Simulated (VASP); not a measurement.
# SiO2 (P4_12_12) in VASP: single point with PBE

Aim: the single point of SiO2 with PBE.

All numbers are computed with VASP 6.6.1; they aren't measurements. Logs are shortened: lines on timing, memory, paths and dates and some standing lists are left out, and cuts for length are marked.

### Step 1. The cell of the first run

The structure is tetragonal, space group P4_12_12 (No. 92). The conventional cell has a = 4.982 Å, b = 4.982 Å, c = 6.963 Å, α = 90.00°, β = 90.00°, γ = 90.00°. Within 2.2 Å of Si (site symmetry 2) lie 4 O at 1.63 Å. Within 2.2 Å of O (site symmetry 1) lie 2 Si at 1.63 Å.

### Step 2. Single point, PBE

INCAR reads:

```
  PREC = Accurate
  ENCUT = 600
  EDIFF = 1E-6
  ISMEAR = -1
  SIGMA = 0.01
  LREAL = F
  LASPH = T
  NELM = 120
  ALGO = Normal
  ISIF = 2
  LWAVE = F
  LCHARG = F
  GGA = PE
  NBANDS = 44
  GGA_COMPAT = F
```

KPOINTS reads:

```
Automatic mesh
0
Gamma
  6 6 4
```

POSCAR reads:

```
SiO2
1.0
    4.9820000000      0.0000000000      0.0000000000
    0.0000000000      4.9820000000      0.0000000000
    0.0000000000      0.0000000000      6.9630000000
Si O
4 8
Direct
    0.3039024655      0.3039024655      0.0000000000
    0.1960975345      0.8039024655      0.2500000000
    0.6960975345      0.6960975345      0.5000000000
    0.8039024655      0.1960975345      0.7500000000
    0.2373181451      0.1139622115      0.1837352748
    0.3860377885      0.7373181451      0.4337352748
    0.7626818549      0.8860377885      0.6837352748
    0.6139622115      0.2626818549      0.9337352748
    0.7373181451      0.3860377885      0.5662647252
    0.8860377885      0.7626818549      0.3162647252
    0.2626818549      0.6139622115      0.0662647252
    0.1139622115      0.2373181451      0.8162647252
```

Potentials or basis: VASP PAW PBE potentials, release 64 (Si, O).

The run is started by

```bash
cat potpaw_PBE.64/Si/POTCAR potpaw_PBE.64/O/POTCAR > POTCAR
mpirun -np 1 vasp_std > vasp.out
```

OUTCAR:

```text
PREC = Accurate
   ENCUT = 600
   EDIFF = 1E-6
   ISMEAR = -1
   LREAL = F
   LASPH = T
   NELM = 120
   ISIF = 2
   GGA = PE

 ion  position               nearest neighbor table
   1  0.304  0.304  0.000-   8 1.63  11 1.63   5 1.63  12 1.63   2 3.09   4 3.09   2 3.09   4 3.09

   2  0.196  0.804  0.250-   5 1.63  10 1.63   6 1.63  11 1.63   1 3.09   3 3.09   1 3.09   3 3.09

   3  0.696  0.696  0.500-   6 1.63   9 1.63   7 1.63  10 1.63   2 3.09   4 3.09   4 3.09   2 3.09

   4  0.804  0.196  0.750-   7 1.63  12 1.63   9 1.63   8 1.63   1 3.09   3 3.09   3 3.09   1 3.09

   5  0.237  0.114  0.184-   2 1.63   1 1.63
   6  0.386  0.737  0.434-   3 1.63   2 1.63
   7  0.763  0.886  0.684-   4 1.63   3 1.63
   8  0.614  0.263  0.934-   1 1.63   4 1.63
   9  0.737  0.386  0.566-   3 1.63   4 1.63
  10  0.886  0.763  0.316-   2 1.63   3 1.63
  11  0.263  0.614  0.066-   1 1.63   2 1.63
  12  0.114  0.237  0.816-   4 1.63   1 1.63

  LATTYP: Found a simple tetragonal cell.
 ALAT       =     4.9820000000
 C/A-ratio  =     1.3976314733

  Lattice vectors:

 A1 = (   4.9820000000,   0.0000000000,   0.0000000000)
 A2 = (   0.0000000000,   4.9820000000,   0.0000000000)
 A3 = (   0.0000000000,   0.0000000000,   6.9630000000)

Analysis of symmetry for initial positions (statically):
=====================================================================
 Subroutine PRICEL returns:
 Original cell was already a primitive cell.

 Routine SETGRP: Setting up the symmetry group for a
 simple tetragonal supercell.

 Subroutine GETGRP returns: Found  8 space group operations
 (whereof  2 operations were pure point group operations)
 out of a pool of 16 trial point group operations.

The static configuration has the point symmetry C_2 .
 The point group associated with its full space group is D_4 .

Analysis of symmetry for dynamics (positions and initial velocities):
=====================================================================
 Subroutine PRICEL returns:
 Original cell was already a primitive cell.

 Routine SETGRP: Setting up the symmetry group for a
 simple tetragonal supercell.

 Subroutine GETGRP returns: Found  8 space group operations
 (whereof  2 operations were pure point group operations)
 out of a pool of 16 trial point group operations.

The dynamic configuration has the point symmetry C_2 .
 The point group associated with its full space group is D_4 .

 Subroutine INISYM returns: Found  8 space group operations
 (whereof  2 operations are pure point group operations),
 and found     1 'primitive' translations

----------------------------------------------------------------------------------------

                                     Primitive cell

  volume of cell :     172.8239

  direct lattice vectors                    reciprocal lattice vectors
     4.982000000  0.000000000  0.000000000     0.200722601  0.000000000  0.000000000
     0.000000000  4.982000000  0.000000000     0.000000000  0.200722601  0.000000000
     0.000000000  0.000000000  6.963000000     0.000000000  0.000000000  0.143616257

  length of vectors
     4.982000000  4.982000000  6.963000000     0.200722601  0.200722601  0.143616257

  position of ions in fractional coordinates (direct lattice)
     0.303902466  0.303902466  0.000000000
     0.196097534  0.803902466  0.250000000
     0.696097534  0.696097534  0.500000000
     0.803902466  0.196097534  0.750000000
     0.237318145  0.113962212  0.183735275
     0.386037788  0.737318145  0.433735275
     0.762681855  0.886037788  0.683735275
     0.613962212  0.262681855  0.933735275
     0.737318145  0.386037788  0.566264725
     0.886037788  0.762681855  0.316264725
     0.262681855  0.613962212  0.066264725
     0.113962212  0.237318145  0.816264725

  ion indices of the primitive-cell ions
   primitive index   ion index
                 1           1
                 2           2
                 3           3
                 4           4
                 5           5
                 6           6
                 7           7
                 8           8
                 9           9
                10          10
                11          11
                12          12

----------------------------------------------------------------------------------------

 KPOINTS: Automatic mesh

Automatic generation of k-mesh.
 Grid dimensions read from file:
 generate k-points for:    6    6    4

 Generating k-lattice:

  Cartesian coordinates                     Fractional coordinates (reciprocal lattice)
     0.033453767  0.000000000  0.000000000     0.166666667  0.000000000  0.000000000
     0.000000000  0.033453767  0.000000000     0.000000000  0.166666667  0.000000000
     0.000000000  0.000000000  0.035904064     0.000000000  0.000000000  0.250000000

  Length of vectors
     0.033453767  0.033453767  0.035904064

  Shift w.r.t. Gamma in fractional coordinates (k-lattice)
     0.000000000  0.000000000  0.000000000

 Subroutine IBZKPT returns following result:
 ===========================================

 Found     30 irreducible k-points:

 Following reciprocal coordinates:
            Coordinates               Weight
  0.000000  0.000000  0.000000      1.000000
  0.166667  0.000000  0.000000      4.000000
  0.333333  0.000000  0.000000      4.000000
  0.500000  0.000000  0.000000      2.000000
  0.166667  0.166667  0.000000      4.000000
  0.333333  0.166667  0.000000      8.000000
[... 16 lines left out ...]
  0.333333  0.000000  0.500000      4.000000
  0.500000  0.000000  0.500000      2.000000
 [... further k-points ...]
   k-points           NKPTS =     30   k-points in BZ     NKDIM =     30   number of bands    NBANDS=     44
   number of dos      NEDOS =    301   number of ions     NIONS =     12
   total plane-waves  NPLWV =  89600
   dimension x,y,z NGX =    40 NGY =   40 NGZ =   56
   dimension x,y,z NGXF=    80 NGYF=   80 NGZF=  112
   ions per type =               4   8
   NGX,Y,Z   is equivalent  to a cutoff of  13.35, 13.35, 13.37 a.u.
   NGXF,Y,Z  is equivalent  to a cutoff of  26.70, 26.70, 26.74 a.u.
 SYSTEM =  unknown system
   PREC   = accura    normal or accurate (medium, high low for compatibility)
   ISTART =      0    job   : 0-new  1-cont  2-samecut
   ICHARG =      2    charge: 1-file 2-atom 10-const
   ISPIN  =      1    spin polarized calculation?
   LNONCOLLINEAR =      F non collinear calculations
   LSORBIT =      F    spin-orbit coupling
   LASPH  =      T    aspherical Exc in radial PAW
   ENCUT  =  600.0 eV  44.10 Ry    6.64 a.u.   9.95  9.95 13.91*2*pi/ulx,y,z
   NELM   =    120;   NELMIN=  2; NELMDL= -5     # of ELM steps
   EDIFF  = 0.1E-05   stopping-criterion for ELM
   LREAL  =      F    real-space projection
   EDIFFG = 0.1E-04   stopping-criterion for IOM
   NSW    =      0    number of steps for IOM
   IBRION =     -1    ionic relax: 0-MD 1-quasi-New 2-CG
   NFREE  =      0    steps in history (QN), initial steepest desc. (CG)
   ISIF   =      2    stress and relaxation
   ISYM   =      2    0-nonsym 1-usesym 2-fastsym
   POTIM  = 0.5000    time-step for ionic-motion
   TEBEG  =    0.0;   TEEND  =   0.0 temperature during run
   PSTRESS=    0.0 pullay stress
   NELECT =      64.0000    total number of electrons
   NUPDOWN=      -1.0000    fix difference up-down
   EMIN   =  10.00;   EMAX   =-10.00  energy-range for DOS
   EFERMI =   0.00;   METHOD = LEGACY
   ISMEAR =    -1;   SIGMA  =   0.01  broadening in eV -4-tet -1-fermi 0-gaus
   EFERMI_NEDOS =   21; number of points for ismear=-14 and -15
   IALGO  =     38    algorithm
   IMIX   =      4    mixing-type and parameters
     AMIX     =   0.40;   BMIX     =  1.00
     AMIX_MAG =   1.60;   BMIX_MAG =  1.00
  volume/ion in A,a.u.               =      14.40        97.19
  Fermi-wavevector in a.u.,A,eV,Ry     =   1.175620  2.221599 18.804365  1.382082
  Thomas-Fermi vector in A             =   2.311997
   LORBIT       =      0    0 simple, 1 ext, 2 COOP (PROOUT), +10 PAW based schemes
   GGA     = PE    functional components
   LHFCALC =     F    Hartree Fock is set to
   AEXX    =    0.0000 exact exchange contribution
   IVDW    =     0    specifies the selected vdW correction
   LEPSILON=     F    determine dielectric tensor
   LRPA    =     F    only Hartree local field effects (RPA)
 non-spin polarized calculation
  energy-cutoff  :      600.00
  volume of cell :      172.82
 maximum number of plane-waves:      5796
 NGX is ok and might be reduce to    40
   NGX = 19   NGY = 19   NGZ = 27

 number of electron      63.9999988 magnetization

 Free energy of the ion-electron system (eV)
  ---------------------------------------------------
  ext. energy  EPLUGINS =         0.00000000
  ---------------------------------------------------
  free energy    TOTEN  =       -94.93187234 eV

  energy without entropy =      -94.93187234  energy(sigma->0) =      -94.93187234

 E-fermi :   0.3279     XC(G=0):  -8.4368

 val. band max:        0.0841152434   @ k =   0.0000   0.0000   0.0000
 cond. band min:       5.6968009497   @ k =   0.0000   0.0000   0.0000
 fundamental gap:      5.6126857063
 Fermi energy:         0.3279249436

 k-point     1 :       0.0000    0.0000    0.0000
  band No.  band energies     occupation
      1     -19.2632      2.00000
      2     -18.3816      2.00000
      3     -18.3816      2.00000
      4     -17.2597      2.00000
      5     -17.1894      2.00000
      6     -17.1891      2.00000
[... 36 lines left out ...]
     43      11.3423      0.00000
     44      11.7242      0.00000

 k-point     2 :       0.1667    0.0000    0.0000
  band No.  band energies     occupation
      1     -19.2057      2.00000
      2     -18.4374      2.00000
      3     -18.3138      2.00000
      4     -17.2800      2.00000
      5     -17.2630      2.00000
      6     -17.2078      2.00000
[... 1026 lines left out ...]
 k-point    24 :       0.5000    0.0000    0.5000
  band No.  band energies     occupation
      1     -18.8161      2.00000
      2     -18.8161      2.00000
      3     -17.8601      2.00000
      4     -17.8601      2.00000
      5     -17.2519      2.00000
      6     -17.2519      2.00000
[... 36 lines left out ...]
     43      11.4379      0.00000
     44      11.4396      0.00000

 [... further k-points ...]
[... 5 lines left out ...]
  --------------------------------------------------------------------------------------
  -------------------------------------------------------------------------------------
  Total        1.2047661      1.2047661      0.6637470      0.0000000      0.0000000      0.0000000
  in kB       11.1688759     11.1688759      6.1533177      0.0000000      0.0000000      0.0000000
  external PRESSURE =       9.4970231 kB  Pullay stress =       0.0000000 kB

 VOLUME and BASIS-vectors are now :
 -----------------------------------------------------------------------------
  energy-cutoff  :      600.00
  volume of cell :      172.82
      direct lattice vectors                 reciprocal lattice vectors
     4.982000000  0.000000000  0.000000000     0.200722601  0.000000000  0.000000000
     0.000000000  4.982000000  0.000000000     0.000000000  0.200722601  0.000000000
     0.000000000  0.000000000  6.963000000     0.000000000  0.000000000  0.143616257

 POSITION                                       TOTAL-FORCE (eV/Angst)
 -----------------------------------------------------------------------------------
      1.51404      1.51404      0.00000         0.021694      0.021694     -0.000000
      0.97696      4.00504      1.74075        -0.021694      0.021694     -0.000000
      3.46796      3.46796      3.48150        -0.021694     -0.021694     -0.000000
      4.00504      0.97696      5.22225         0.021694     -0.021694     -0.000000
      1.18232      0.56776      1.27935         0.000394     -0.006425     -0.003904
      1.92324      3.67332      3.02010         0.006425      0.000394     -0.003904
      3.79968      4.41424      4.76085        -0.000394      0.006425     -0.003904
      3.05876      1.30868      6.50160        -0.006425     -0.000394     -0.003904
      3.67332      1.92324      3.94290         0.000394      0.006425      0.003904
      4.41424      3.79968      2.20215         0.006425     -0.000394      0.003904
      1.30868      3.05876      0.46140        -0.000394     -0.006425      0.003904
      0.56776      1.18232      5.68365        -0.006425      0.000394      0.003904
 -----------------------------------------------------------------------------------
    total drift:                               -0.000000      0.000000      0.000000

  FREE ENERGIE OF THE ION-ELECTRON SYSTEM (eV)
  ---------------------------------------------------
  free  energy   TOTEN  =       -94.9318723374 eV

  energy  without entropy=      -94.9318723374  energy(sigma->0) =      -94.93187234
```

Run time: 4.1 min. Hardware: 1 thread of Oxide Virtual Turin-like, shared host; peak memory 0.36 GiB.

Results:

| Property | Result |
| --- | --- |
| Free energy | -94.9319 eV |
| Pressure | 0.9 GPa |
| Largest force | 0.031 eV/Å |
| Band gap on the k mesh | 5.61 eV |

Forces in eV/Å, atoms in the order of the input:
```
Si   0.022  0.022  0.000
Si  -0.022  0.022  0.000
Si  -0.022 -0.022  0.000
Si   0.022 -0.022  0.000
O    0.000 -0.006 -0.004
O    0.006  0.000 -0.004
O    0.000  0.006 -0.004
O   -0.006  0.000 -0.004
O    0.000  0.006  0.004
O    0.006  0.000  0.004
O    0.000 -0.006  0.004
O   -0.006  0.000  0.004
```

Stress tensor (GPa, compression positive):
```
1.12 0.00 0.00
0.00 1.12 0.00
0.00 0.00 0.62
```

A k mesh can miss the band edges.
